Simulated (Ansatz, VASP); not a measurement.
## One calculation of Os, two programs

INCAR

```
  ALGO = Normal
  EDIFF = 1E-7
  ENCUT = 520
  ISIF = 2
  ISMEAR = -1
  LASPH = T
  LCHARG = F
  LREAL = F
  LWAVE = F
  NBANDS = 19
  NELM = 60
  PREC = Accurate
  SIGMA = 0.1
```

The input KPOINTS:

```
k-points
0
Gamma
  10 10 13
```

The input POSCAR:

```
Os
1.0
    4.2079292555      0.0000000000      0.0000000000
   -2.1039646277      3.6441736326      0.0000000000
    0.0000000000      0.0000000000      2.6431116442
Os
3
Direct
    1.0000000000      0.0000000000      1.0000000000
    0.3333333333      0.6666666667      0.5000000000
    0.6666666667      0.3333333333      0.5000000000
```

Input for Ansatz:

```yaml
crystal:
  lattice:
    - [4.2079292555, 0.0, 0.0]
    - [-2.1039646277, 3.6441736326, 0.0]
    - [0.0, 0.0, 2.6431116442]
  atoms:
    - { symbol: Os, position: [1.0, 0.0, 1.0] }
    - { symbol: Os, position: [0.3333333333, 0.6666666667, 0.5] }
    - { symbol: Os, position: [0.6666666667, 0.3333333333, 0.5] }
hamiltonian:
  xc: lda
  pseudopotentials:
    kind: paw
    azcp:
      Os: "pseudopotentials/Os.paw.azcp"
basis:
  ecutwfc: 420
  fft_grid_basis: typed
kpoints:
  mp_grid: { grid: [10, 10, 13], shift: [0, 0, 0] }
magnetization:
  spin_polarized: false
scf:
  occupations: { method: fermi_dirac, width: 0.1 }
  lower_state_search: "off"
output:
  stress: true
```

Alike in both runs: task single point; functional LDA; k mesh 10 × 10 × 13; occupations fermi-dirac, width 0.1 eV; no spin polarisation.

|  | VASP | Ansatz |
| --- | --- | --- |
| version | VASP 6.6.1 | Ansatz 0.2.0 |
| potentials or method | VASP PAW LDA potentials, release 64 (Os), cutoff 520 eV | plane waves (420 eV) with PAW, scalar-relativistic |
| valence electrons in the cell | 24 | 48 |

```csv
,VASP,Ansatz,Ansatz less VASP
pressure (GPa),20.0,18.8,-1.18
"traceless stress, the component that is largest in VASP (GPa)",-0.85,-1.08,-0.232
```

Ansatz warns that its potentials were made for another functional, while VASP's fit it. LDA's correlation is that of Perdew and Zunger in VASP and of Perdew and Wang (1992) in Ansatz. VASP's potentials hold 24 valence electrons a cell and Ansatz's 48, so a difference there can come from the potentials and not from the codes.

Neither program's run includes spin-orbit coupling.
